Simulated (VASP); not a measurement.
# Bi (C2/m) in VASP: further runs

Bi is run at these levels: LDA; tasks: single point.

All numbers are computed with VASP 6.6.1; they aren't measurements. Logs are shortened: lines on timing, memory, paths and dates and some standing lists are left out, and cuts for length are marked.

## 1. The cell of the first run

It takes space group C2/m (No. 12, monoclinic). Conventional cell: a = 6.977 Å, b = 6.265 Å, c = 3.359 Å, α = 90.00°, β = 112.04°, γ = 90.00°. Bi (site symmetry m) has 9 Bi at 3.21 to 3.99 Å within 4.2 Å.

## 2. Single point, LDA

INCAR reads:

```
ALGO = Fast ; EDIFF = 1E-6
ENCUT = 520 ; GGA = CA
ISIF = 2 ; ISMEAR = 1
LASPH = True ; LCHARG = False
LREAL = False ; LWAVE = False
NBANDS = 22 ; NELM = 100
PREC = Accurate ; SIGMA = 0.05
```

KPOINTS reads:

```
k-points
0
Gamma
  5 5 7
```

POSCAR reads:

```
Bi
1.0
    3.4885980000     -3.1325780000      0.0000000000
    3.4885980000      3.1325780000      0.0000000000
   -1.2602350000      0.0000000000      3.1135500000
Bi
2
Direct
    0.7530610000      0.7530610000      0.8573820000
    0.2469390000      0.2469390000      0.1426180000
```

Potentials or basis: VASP PAW LDA potentials, release 64 (Bi_d).

On the command line:

```sh
$ cat potpaw_LDA.64/Bi_d/POTCAR > POTCAR
$ mpirun -np 1 vasp_std > vasp.out
```

OUTCAR:

```text
EDIFF = 1E-6
   ENCUT = 520
   GGA = CA
   ISIF = 2
   ISMEAR = 1
   LASPH = True
   LREAL = False
   NELM = 100
   PREC = Accurate

 ion  position               nearest neighbor table
   1  0.753  0.753  0.857-   2 3.21   2 3.28   2 3.28   2 3.45
   2  0.247  0.247  0.143-   1 3.21   1 3.28   1 3.28   1 3.45

  LATTYP: Found a base centered monoclinic cell.
 ALAT       =     6.9771960000
 B/A-ratio  =     0.8979475423
 C/A-ratio  =     0.4814149259
 COS(beta)  =    -0.3751898342

  Lattice vectors:

 A1 = (   3.4885980000,  -3.1325780000,   0.0000000000)
 A2 = (   3.4885980000,   3.1325780000,   0.0000000000)
 A3 = (  -1.2602350000,   0.0000000000,   3.1135500000)

Analysis of symmetry for initial positions (statically):
=====================================================================
 Subroutine PRICEL returns:
 Original cell was already a primitive cell.

 Routine SETGRP: Setting up the symmetry group for a
 base centered monoclinic supercell.

 Subroutine GETGRP returns: Found  4 space group operations
 (whereof  4 operations were pure point group operations)
 out of a pool of  4 trial point group operations.

The static configuration has the point symmetry C_2h.

Analysis of symmetry for dynamics (positions and initial velocities):
=====================================================================
 Subroutine PRICEL returns:
 Original cell was already a primitive cell.

 Routine SETGRP: Setting up the symmetry group for a
 base centered monoclinic supercell.

 Subroutine GETGRP returns: Found  4 space group operations
 (whereof  4 operations were pure point group operations)
 out of a pool of  4 trial point group operations.

The dynamic configuration has the point symmetry C_2h.

 Subroutine INISYM returns: Found  4 space group operations
 (whereof  4 operations are pure point group operations),
 and found     1 'primitive' translations

----------------------------------------------------------------------------------------

                                     Primitive cell

  volume of cell :      68.0517

  direct lattice vectors                    reciprocal lattice vectors
     3.488598000 -3.132578000  0.000000000     0.143324052 -0.159612945  0.058011590
     3.488598000  3.132578000  0.000000000     0.143324052  0.159612945  0.058011590
    -1.260235000  0.000000000  3.113550000     0.000000000  0.000000000  0.321176792

  length of vectors
     4.688641694  4.688641694  3.358926295     0.222223807  0.222223807  0.321176792

  position of ions in fractional coordinates (direct lattice)
     0.753061000  0.753061000  0.857382000
     0.246939000  0.246939000  0.142618000

  ion indices of the primitive-cell ions
   primitive index   ion index
                 1           1
                 2           2

----------------------------------------------------------------------------------------

 KPOINTS: k-points

Automatic generation of k-mesh.
 Grid dimensions read from file:
 generate k-points for:    5    5    7

 Generating k-lattice:

  Cartesian coordinates                     Fractional coordinates (reciprocal lattice)
     0.028664810 -0.031922589  0.011602318     0.200000000  0.000000000  0.000000000
     0.028664810  0.031922589  0.011602318     0.000000000  0.200000000  0.000000000
     0.000000000  0.000000000  0.045882399     0.000000000  0.000000000  0.142857143

  Length of vectors
     0.044444761  0.044444761  0.045882399

  Shift w.r.t. Gamma in fractional coordinates (k-lattice)
     0.000000000  0.000000000  0.000000000

 Subroutine IBZKPT returns following result:
 ===========================================

 Found     54 irreducible k-points:

 Following reciprocal coordinates:
            Coordinates               Weight
  0.000000  0.000000  0.000000      1.000000
  0.200000  0.000000  0.000000      4.000000
  0.400000 -0.000000  0.000000      4.000000
  0.200000  0.200000  0.000000      2.000000
  0.400000  0.200000  0.000000      4.000000
 -0.400000  0.200000  0.000000      4.000000
[... 16 lines left out ...]
 -0.200000 -0.400000  0.142857      4.000000
 -0.200000 -0.200000  0.142857      2.000000
 [... further k-points ...]
   k-points           NKPTS =     54   k-points in BZ     NKDIM =     54   number of bands    NBANDS=     22
   number of dos      NEDOS =    301   number of ions     NIONS =      2
   total plane-waves  NPLWV =  36288
   dimension x,y,z NGX =    36 NGY =   36 NGZ =   28
   dimension x,y,z NGXF=    72 NGYF=   72 NGZF=   56
   ions per type =               2
   NGX,Y,Z   is equivalent  to a cutoff of  12.76, 12.76, 13.86 a.u.
   NGXF,Y,Z  is equivalent  to a cutoff of  25.53, 25.53, 27.72 a.u.
 SYSTEM =  unknown system
   PREC   = accura    normal or accurate (medium, high low for compatibility)
   ISTART =      0    job   : 0-new  1-cont  2-samecut
   ICHARG =      2    charge: 1-file 2-atom 10-const
   ISPIN  =      1    spin polarized calculation?
   LNONCOLLINEAR =      F non collinear calculations
   LSORBIT =      F    spin-orbit coupling
   LASPH  =      T    aspherical Exc in radial PAW
   ENCUT  =  520.0 eV  38.22 Ry    6.18 a.u.   8.72  8.72  6.25*2*pi/ulx,y,z
   NELM   =    100;   NELMIN=  2; NELMDL= -5     # of ELM steps
   EDIFF  = 0.1E-05   stopping-criterion for ELM
   LREAL  =      F    real-space projection
   EDIFFG = 0.1E-04   stopping-criterion for IOM
   NSW    =      0    number of steps for IOM
   IBRION =     -1    ionic relax: 0-MD 1-quasi-New 2-CG
   NFREE  =      0    steps in history (QN), initial steepest desc. (CG)
   ISIF   =      2    stress and relaxation
   ISYM   =      2    0-nonsym 1-usesym 2-fastsym
   POTIM  = 0.5000    time-step for ionic-motion
   TEBEG  =    0.0;   TEEND  =   0.0 temperature during run
   PSTRESS=    0.0 pullay stress
   NELECT =      30.0000    total number of electrons
   NUPDOWN=      -1.0000    fix difference up-down
   EMIN   =  10.00;   EMAX   =-10.00  energy-range for DOS
   EFERMI =   0.00;   METHOD = LEGACY
   ISMEAR =     1;   SIGMA  =   0.05  broadening in eV -4-tet -1-fermi 0-gaus
   EFERMI_NEDOS =   21; number of points for ismear=-14 and -15
   IALGO  =     68    algorithm
   IMIX   =      4    mixing-type and parameters
     AMIX     =   0.40;   BMIX     =  1.00
     AMIX_MAG =   1.60;   BMIX_MAG =  1.00
  volume/ion in A,a.u.               =      34.03       229.62
  Fermi-wavevector in a.u.,A,eV,Ry     =   1.245955  2.354514 21.121737  1.552404
  Thomas-Fermi vector in A             =   2.380154
   LORBIT       =      0    0 simple, 1 ext, 2 COOP (PROOUT), +10 PAW based schemes
   GGA     = CA    functional components
   LHFCALC =     F    Hartree Fock is set to
   AEXX    =    0.0000 exact exchange contribution
   IVDW    =     0    specifies the selected vdW correction
   LEPSILON=     F    determine dielectric tensor
   LRPA    =     F    only Hartree local field effects (RPA)
 non-spin polarized calculation
 RMM-DIIS sequential band-by-band and
 Methfessel and Paxton  Order N= 1 SIGMA  =   0.05
  energy-cutoff  :      520.00
  volume of cell :       68.05
 maximum number of plane-waves:      1843
   NGX = 17   NGY = 17   NGZ = 13

 number of electron      30.0000001 magnetization

 Free energy of the ion-electron system (eV)
  ---------------------------------------------------
  ext. energy  EPLUGINS =         0.00000000
  ---------------------------------------------------
  free energy    TOTEN  =        -9.03494645 eV

  energy without entropy =       -9.03512295  energy(sigma->0) =       -9.03500528

 E-fermi :   6.5031     XC(G=0): -10.0324

 val. band max:        6.4859998127   @ k =  -0.2000   0.2000   0.4286
 cond. band min:       6.5826709693   @ k =  -0.2000   0.4000   0.2857
 fundamental gap:      0.0966711566
 Fermi energy:         6.5031494796

 k-point     1 :       0.0000    0.0000    0.0000
  band No.  band energies     occupation
      1     -16.3838      2.00000
      2     -16.3647      2.00000
      3     -16.3209      2.00000
      4     -16.2834      2.00000
      5     -16.2102      2.00000
      6     -16.1837      2.00000
[... 14 lines left out ...]
     21      14.8045      0.00000
     22      15.2833      0.00000

 k-point     2 :       0.2000    0.0000    0.0000
  band No.  band energies     occupation
      1     -16.3673      2.00000
      2     -16.3631      2.00000
      3     -16.3254      2.00000
      4     -16.2671      2.00000
      5     -16.2072      2.00000
      6     -16.1885      2.00000
[... 14 lines left out ...]
     21      15.1165      0.00000
     22      16.0264      0.00000

 k-point     3 :       0.4000   -0.0000    0.0000
  band No.  band energies     occupation
      1     -16.3709      2.00000
      2     -16.3468      2.00000
      3     -16.2970      2.00000
      4     -16.2292      2.00000
      5     -16.2242      2.00000
      6     -16.1830      2.00000
[... 14 lines left out ...]
     21      15.6286      0.00000
     22      16.6273      0.00000

 k-point     4 :       0.2000    0.2000    0.0000
  band No.  band energies     occupation
      1     -16.3677      2.00000
      2     -16.3554      2.00000
      3     -16.3046      2.00000
      4     -16.2547      2.00000
      5     -16.2087      2.00000
      6     -16.1968      2.00000
[... 14 lines left out ...]
     21      15.3154      0.00000
     22      16.6455      0.00000

 k-point     5 :       0.4000    0.2000    0.0000
  band No.  band energies     occupation
      1     -16.3699      2.00000
      2     -16.3533      2.00000
      3     -16.2644      2.00000
      4     -16.2256      2.00000
      5     -16.2221      2.00000
      6     -16.1866      2.00000
[... 14 lines left out ...]
     21      16.1841      0.00000
     22      16.4796      0.00000

 k-point     6 :      -0.4000    0.2000    0.0000
  band No.  band energies     occupation
      1     -16.3724      2.00000
      2     -16.3532      2.00000
      3     -16.2888      2.00000
      4     -16.2185      2.00000
      5     -16.2061      2.00000
      6     -16.1857      2.00000
[... 14 lines left out ...]
     21      15.5182      0.00000
     22      16.3408      0.00000

 k-point     7 :      -0.2000    0.2000    0.0000
  band No.  band energies     occupation
      1     -16.3715      2.00000
      2     -16.3432      2.00000
      3     -16.3400      2.00000
      4     -16.2519      2.00000
      5     -16.1974      2.00000
      6     -16.1844      2.00000
[... 324 lines left out ...]
      6     -16.1908      2.00000
[... 14 lines left out ...]
     21      16.2290      0.00000
     22      16.2932      0.00000

 k-point    21 :      -0.2000    0.4000    0.1429
  band No.  band energies     occupation
      1     -16.3360      2.00000
      2     -16.3247      2.00000
      3     -16.2832      2.00000
      4     -16.2356      2.00000
      5     -16.2081      2.00000
      6     -16.1865      2.00000
[... 14 lines left out ...]
     21      15.9621      0.00000
     22      16.5157      0.00000

 k-point    22 :      -0.4000   -0.4000    0.1429
  band No.  band energies     occupation
      1     -16.3362      2.00000
      2     -16.3279      2.00000
      3     -16.2405      2.00000
      4     -16.2252      2.00000
      5     -16.2075      2.00000
      6     -16.1943      2.00000
[... 14 lines left out ...]
     21      15.6240      0.00000
     22      16.1463      0.00000

 k-point    23 :      -0.2000   -0.4000    0.1429
  band No.  band energies     occupation
      1     -16.3390      2.00000
      2     -16.3269      2.00000
      3     -16.2758      2.00000
      4     -16.2320      2.00000
      5     -16.2278      2.00000
      6     -16.1861      2.00000
[... 14 lines left out ...]
     21      14.7207      0.00000
     22      16.2708      0.00000

 k-point    24 :      -0.2000   -0.2000    0.1429
  band No.  band energies     occupation
      1     -16.3633      2.00000
      2     -16.3267      2.00000
      3     -16.2736      2.00000
      4     -16.2633      2.00000
      5     -16.2218      2.00000
      6     -16.2052      2.00000
[... 14 lines left out ...]
     21      14.3360      0.00000
     22      15.1338      0.00000

 [... further k-points ...]
[... 5 lines left out ...]
  --------------------------------------------------------------------------------------
  -------------------------------------------------------------------------------------
  Total       -1.6179860     -1.3128223     -1.5658267      0.0000000      0.0000000      0.2027374
  in kB      -38.0931321    -30.9084952    -36.8651162      0.0000000      0.0000000      4.7731568
  external PRESSURE =     -35.2889145 kB  Pullay stress =       0.0000000 kB

 VOLUME and BASIS-vectors are now :
 -----------------------------------------------------------------------------
  energy-cutoff  :      520.00
  volume of cell :       68.05
      direct lattice vectors                 reciprocal lattice vectors
     3.488598000 -3.132578000  0.000000000     0.143324052 -0.159612945  0.058011590
     3.488598000  3.132578000  0.000000000     0.143324052  0.159612945  0.058011590
    -1.260235000  0.000000000  3.113550000     0.000000000  0.000000000  0.321176792

 POSITION                                       TOTAL-FORCE (eV/Angst)
 -----------------------------------------------------------------------------------
      4.17375      0.00000      2.66950         0.112620      0.000000      0.041537
      1.54321      0.00000      0.44405        -0.112620      0.000000     -0.041537
 -----------------------------------------------------------------------------------
    total drift:                               -0.000000      0.000000      0.000000

  FREE ENERGIE OF THE ION-ELECTRON SYSTEM (eV)
  ---------------------------------------------------
  free  energy   TOTEN  =        -9.0349464473 eV

  energy  without entropy=       -9.0351229476  energy(sigma->0) =       -9.03500528
```

It took 35 s on 1 thread of AMD EPYC 9R45 (Zen 5), shared host; peak memory 0.16 GiB.

What came out:

- Free energy: -9.0349 eV
- Pressure: -3.5 GPa
- Largest force: 0.120 eV/Å
- Band gap on the k mesh: zero (band 15 reaches 9.67 eV, above the bottom of band 16 at 4.69 eV)

Forces in eV/Å, atoms in the order of the input:
```
Bi   0.113  0.000  0.042
Bi  -0.113  0.000 -0.042
```

Stress tensor (GPa, compression positive):
```
-3.81  0.00  0.48
 0.00 -3.09  0.00
 0.48  0.00 -3.69
```

Caveat: spin-orbit coupling is left out, which moves the levels of the heavy elements.

(Part 1 of 2 ends here.)
